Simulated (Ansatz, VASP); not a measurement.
## In2SnTe2 in VASP and in Ansatz

```xyz
5
Lattice="4.3041 0.0000 0.0000 0.0000 4.3041 0.0000 0.0000 0.0000 9.2453" Properties=species:S:1:pos:R:3 pbc="T T T"
In    0.0000    0.0000    6.1565
In    0.0000    0.0000    3.0888
Sn    2.1521    2.1521    4.6226
Te    0.0000    0.0000    0.0000
Te    2.1521    2.1521    0.0000
```

Alike in both runs: functional PBE; k mesh 4 × 4 × 4; occupations gaussian, width 0.1 eV; no spin polarisation.

Ansatz relaxed the structure, and its values are those at the end. VASP's run is a single point on that final structure, the one shown.

```csv
,VASP,Ansatz
version,VASP 6.6.1,Ansatz 0.2.0
potentials or method,"VASP PAW PBE potentials, release 64 (In_d, Sn_d, Te), cutoff 520 eV","scalar-relativistic, plane waves, PAW"
valence electrons in the cell,52,72
```

|  | VASP | Ansatz | Ansatz less VASP |
| --- | --- | --- | --- |
| gap on the k mesh at the Fermi level (eV) | none | none | - |
| pressure (GPa) | -0.1 | -0.1 | +0.03 |

A gap of «none» marks a metal or a gap that the smearing closes. The functional is the same, so the differences come from potentials, cutoffs and numerics. VASP's potentials hold 52 valence electrons a cell and Ansatz's 72, so a difference there can come from the potentials and not from the codes.

The k mesh is coarse, so the values compare programs but aren't converged. Neither program's run includes spin-orbit coupling.
